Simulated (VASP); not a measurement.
A run of VASP 6.6.1 is set up as follows.

File POSCAR:

```
K2TlCuCl6
1.0
    0.0000000000      5.1509860000      5.1509860000
    5.1509860000      0.0000000000      5.1509860000
    5.1509860000      5.1509860000      0.0000000000
K Tl Cu Cl
2 1 1 6
Direct
    0.7500000000      0.7500000000      0.7500000000
    0.2500000000      0.2500000000      0.2500000000
    0.0000000000      0.0000000000      0.0000000000
    0.5000000000      0.5000000000      0.5000000000
    0.7374769995      0.2625230005      0.2625230005
    0.2625230005      0.2625230005      0.7374769995
    0.2625230005      0.7374769995      0.7374769995
    0.2625230005      0.7374769995      0.2625230005
    0.7374769995      0.2625230005      0.7374769995
    0.7374769995      0.7374769995      0.2625230005
```

INCAR.step1

```
SYSTEM = K2TlCuCl6
  PREC = Accurate
  ENCUT = 520
  ISMEAR = -1
  SIGMA = 0.05
  LREAL = .False.
  LASPH = .True.
  NELM = 100
  NBANDS = 53
  GGA = PE
  ALGO = Normal
  EDIFF = 1E-4
  LWAVE = .True.
  LCHARG = .False.
```

Contents of INCAR.step2:

```
SYSTEM = K2TlCuCl6
  PREC = Accurate
  ENCUT = 520
  EDIFF = 1E-7
  ISMEAR = -1
  SIGMA = 0.05
  LREAL = .False.
  LASPH = .True.
  NELM = 100
  ALGO = Normal
  ISIF = 2
  LWAVE = .False.
  LCHARG = .False.
  METAGGA = R2SCAN
  LMIXTAU = .True.
  NBANDS = 53
  ISTART = 1
```

KPOINTS

```
regular mesh
0
Gamma
  3 3 3
  0 0 0
```

Potentials or basis: VASP PAW PBE potentials, release 64 (K_sv, Tl_d, Cu, Cl).

Launch:

```console
$ cat potpaw_PBE.64/K_sv/POTCAR potpaw_PBE.64/Tl_d/POTCAR potpaw_PBE.64/Cu/POTCAR potpaw_PBE.64/Cl/POTCAR > POTCAR
$ cp INCAR.step1 INCAR
$ mpirun -np 1 vasp_std > vasp.out
$ cp INCAR.step2 INCAR
$ mpirun -np 1 vasp_std > vasp.out
```

Question: Predict the largest force.

Answer: 0.092 eV/Å.

Question: Predict the pressure.

Answer: -1.2 GPa.

Forces on the atoms (eV/Å):
```
K    0.000  0.000  0.000
K    0.000  0.000  0.000
Tl   0.000  0.000  0.000
Cu   0.000  0.000  0.000
Cl  -0.092  0.000  0.000
Cl   0.000  0.000 -0.092
Cl   0.092  0.000  0.000
Cl   0.000 -0.092  0.000
Cl   0.000  0.092  0.000
Cl   0.000  0.000  0.092
```

Caveat: the PAW data sets were made with another functional, which shifts forces and pressure a little.
